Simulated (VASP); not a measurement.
# Hf (P6_3/mmc) in VASP: notebook, part 2 of 2

VASP 6.6.1. Earlier steps stand in the parts before.

### Step 3. Single point, revPBE (volume scaled by 1.04)

Input file INCAR:

```
PREC = Accurate
ENCUT = 520
EDIFF = 1E-7
ISMEAR = -1
SIGMA = 0.1
LREAL = F
LASPH = T
NELM = 80
ALGO = Normal
ISIF = 2
LWAVE = F
LCHARG = F
GGA = RE
NBANDS = 28
```

Input file KPOINTS:

```
Automatic mesh
0
Gamma
  13 13 4
```

Input file POSCAR:

```
Hf
1.0
    3.2625537168      0.0000000000      0.0000000000
   -1.6312768584      2.8254544000      0.0000000000
    0.0000000000      0.0000000000     10.4385050258
Hf
4
Direct
    1.0000000000      0.0000000000      1.0000000000
    1.0000000000      0.0000000000      0.5000000000
    0.3333333333      0.6666666667      0.2500000000
    0.6666666667      0.3333333333      0.7500000000
```

Potentials or basis: VASP PAW PBE potentials, release 64 (Hf_pv).

Command:

```console
> cat potpaw_PBE.64/Hf_pv/POTCAR > POTCAR
> mpirun -np 1 vasp_std > vasp.out
```

OUTCAR:

```text
PREC = Accurate
   ENCUT = 520
   EDIFF = 1E-7
   ISMEAR = -1
   LREAL = F
   LASPH = T
   NELM = 80
   ISIF = 2
   GGA = RE

 ion  position               nearest neighbor table
   1  0.000  0.000  0.000-   3 3.22   4 3.22   4 3.22   3 3.22   4 3.22   3 3.22
   2  0.000  0.000  0.500-   3 3.22   4 3.22   4 3.22   3 3.22   4 3.22   3 3.22
   3  0.333  0.667  0.250-   1 3.22   2 3.22   1 3.22   2 3.22   1 3.22   2 3.22
   4  0.667  0.333  0.750-   1 3.22   2 3.22   1 3.22   2 3.22   1 3.22   2 3.22

  LATTYP: Found a hexagonal cell.
[... 945 lines left out ...]
  --------------------------------------------------------------------------------------
  -------------------------------------------------------------------------------------
  Total       -2.5246925     -2.5246925     -2.5149828      0.0000000      0.0000000     -0.0000000
  in kB      -42.0372989    -42.0372989    -41.8756279      0.0000000      0.0000000     -0.0000000
  external PRESSURE =     -41.9834085 kB  Pullay stress =       0.0000000 kB

 VOLUME and BASIS-vectors are now :
 -----------------------------------------------------------------------------
  energy-cutoff  :      520.00
  volume of cell :       96.22
      direct lattice vectors                 reciprocal lattice vectors
     3.262553717  0.000000000  0.000000000     0.306508363  0.176962686  0.000000000
    -1.631276858  2.825454400  0.000000000     0.000000000  0.353925372  0.000000000
     0.000000000  0.000000000 10.438505026     0.000000000  0.000000000  0.095799159

 POSITION                                       TOTAL-FORCE (eV/Angst)
 -----------------------------------------------------------------------------------
      0.00000      0.00000      0.00000        -0.000000      0.000000      0.000000
      0.00000      0.00000      5.21925        -0.000000      0.000000      0.000000
     -0.00000      1.88364      2.60963         0.000000     -0.000000      0.000000
      1.63128      0.94182      7.82888        -0.000000      0.000000      0.000000
 -----------------------------------------------------------------------------------
    total drift:                               -0.000000      0.000000     -0.000000

  FREE ENERGIE OF THE ION-ELECTRON SYSTEM (eV)
  ---------------------------------------------------
  free  energy   TOTEN  =       -38.1783418486 eV

  energy  without entropy=      -38.0058895347  energy(sigma->0) =      -38.09211569
```

stdout:

```text
POSCAR found type information on POSCAR Hf
 POSCAR found :  1 types and       4 ions
 scaLAPACK will be used
 -----------------------------------------------------------------------------
|                                                                             |
|                                                                             |
|     You enforced a specific xc type in the INCAR file but a different       |
|     I HOPE YOU KNOW WHAT YOU ARE DOING!                                     |
|                                                                             |
 -----------------------------------------------------------------------------

 LDA part: xc-table for (Slater+PW92), standard interpolation
 POSCAR, INCAR and KPOINTS ok, starting setup
 FFT: planning ... GRIDC
 FFT: planning ... GRID_SOFT
 FFT: planning ... GRID
 WAVECAR not read
 entering main loop
```

It took 73 s on 1 thread of AMD EPYC 9R45 (Zen 5), shared host; peak memory 0.24 GiB.

Results:

| Quantity | Value |
| --- | --- |
| Free energy | -38.1783 eV |
| Pressure | -4.2 GPa |
| Band gap on the k mesh | zero (band 20 reaches 5.51 eV, above the bottom of band 21 at 3.92 eV) |

Caveat: the PAW data sets were made with another functional, which shifts forces and pressure a little; spin-orbit coupling is left out, which moves the levels of the heavy elements.

### Step 4. Single point, revPBE (volume scaled by 1.08)

Input file INCAR:

```
PREC     = Accurate       # precision mode
ENCUT    = 520            # plane-wave cutoff, eV
EDIFF    = 1E-6           # SCF threshold, eV
ISMEAR   = -1             # smearing method
SIGMA    = 0.1            # smearing width, eV
LREAL    = F              # projectors in reciprocal space
LASPH    = T              # aspherical terms in the spheres
NELM     = 80             # most SCF steps
ALGO     = Normal         # electronic algorithm
ISIF     = 2              # what is computed and relaxed
LWAVE    = F              # write WAVECAR
LCHARG   = F              # write CHGCAR
GGA      = RE             # functional
NBANDS   = 28             # bands
```

Input file KPOINTS:

```
regular mesh
0
Gamma
  13 13 4
```

Input file POSCAR:

```
Hf
1.0
    3.3038562497      0.0000000000      0.0000000000
   -1.6519281248      2.8612234427      0.0000000000
    0.0000000000      0.0000000000     10.5706520293
Hf
4
Direct
    1.0000000000      0.0000000000      1.0000000000
    1.0000000000      0.0000000000      0.5000000000
    0.3333333333      0.6666666667      0.2500000000
    0.6666666667      0.3333333333      0.7500000000
```

Command:

```console
> cat potpaw_PBE.64/Hf_pv/POTCAR > POTCAR
> mpirun -np 1 vasp_std > vasp.out
```

Run time: 84 s. Hardware: 1 thread of AMD EPYC 9R45 (Zen 5), shared host; peak memory 0.27 GiB.

It converged, with:

```yaml
Free_energy: -38.0448 eV
Pressure: -7.3 GPa
Band_gap_on_the_k_mesh: zero (band 20 reaches 5.26 eV, above the bottom of band 21 at 3.70 eV)
```

Stress tensor (GPa, compression positive):
```
-7.37  0.00  0.00
 0.00 -7.37  0.00
 0.00  0.00 -7.26
```

Levels at points of the mesh, in eV from the Fermi level:
| k point | band 18 | band 19 | band 20 | band 21 | band 22 | band 23 |
| --- | --- | --- | --- | --- | --- | --- |
| (0.00, 0.00, 0.00) | 0.22 | 0.32 | 1.05 | 1.05 | 1.15 | 1.15 |
| (0.00, 0.00, 0.50) | -0.01 | 0.99 | 0.99 | 1.22 | 1.22 | 1.22 |

Caveat: the PAW data sets were made with another functional, which shifts forces and pressure a little; spin-orbit coupling is left out, which moves the levels of the heavy elements.

### Step 5. Single point, revPBE (volume scaled by 1.12)

Input file INCAR:

```
SYSTEM = Hf
PREC = Accurate
ENCUT = 520
EDIFF = 1E-7
ISMEAR = -1
SIGMA = 0.1
LREAL = .FALSE.
LASPH = .TRUE.
NELM = 80
ALGO = Normal
ISIF = 2
LWAVE = .FALSE.
LCHARG = .FALSE.
GGA = RE
NBANDS = 28
```

Input file KPOINTS:

```
regular mesh
0
G
  13 13 4
  0 0 0
```

Input file POSCAR:

```
Hf
1.0
    3.3441511509      0.0000000000      0.0000000000
   -1.6720755754      2.8961198507      0.0000000000
    0.0000000000      0.0000000000     10.6995751259
Hf
4
Direct
    1.0000000000      0.0000000000      1.0000000000
    1.0000000000      0.0000000000      0.5000000000
    0.3333333333      0.6666666667      0.2500000000
    0.6666666667      0.3333333333      0.7500000000
```

Command:

```console
> cat potpaw_PBE.64/Hf_pv/POTCAR > POTCAR
> mpirun -np 1 vasp_std > vasp.out
```

It took 6.6 min on 1 thread of Intel Xeon 8259CL, shared host; peak memory 0.32 GiB.

Results (log left out):

* Free energy: -37.8451 eV
* Pressure: -9.9 GPa
* Band gap on the k mesh: zero (band 20 reaches 5.01 eV, above the bottom of band 21 at 3.49 eV)

Stress tensor (GPa, compression positive):
```
-10.01   0.00   0.00
  0.00 -10.01   0.00
  0.00   0.00  -9.81
```

Levels at points of the mesh, in eV from the Fermi level:
```
           k point  band 16  band 17  band 18  band 19  band 20  band 21  band 22  band 23  band 24  band 25
(0.00, 0.00, 0.00)    -3.24     0.19     0.23     0.23     1.03     1.03     1.12     1.12     1.39     1.52
(0.00, 0.00, 0.50)    -3.73    -0.05    -0.05     0.97     0.97     1.19     1.19     1.19     1.19     1.41
```

Caveat: the PAW data sets were made with another functional, which shifts forces and pressure a little; spin-orbit coupling is left out, which moves the levels of the heavy elements.

### Step 6. The runs side by side

```tsv
cell	gap on the mesh (eV)	pressure (GPa)
a = 3.220, b = 3.220, c = 10.303 Å, angles 90.0, 90.0, 120.0°, 4 atoms	none	-0.5
a = 3.263, b = 3.263, c = 10.439 Å, angles 90.0, 90.0, 120.0°, 4 atoms	none	-4.2
a = 3.304, b = 3.304, c = 10.571 Å, angles 90.0, 90.0, 120.0°, 4 atoms	none	-7.3
a = 3.344, b = 3.344, c = 10.700 Å, angles 90.0, 90.0, 120.0°, 4 atoms	none	-9.9
```

Alike in all rows: task single point; level revPBE; potentials or basis VASP PAW PBE potentials, release 64 (Hf_pv); no spin polarisation; k mesh 13 × 13 × 4; cutoff (eV) 520; smearing fermi-dirac 0.1 eV.

Caveats: the PAW data sets were made with another functional, which shifts forces and pressure a little; spin-orbit coupling is left out, which moves the levels of the heavy elements.

Total energies depend on the potentials used, so only differences within one code and one set of settings carry meaning.
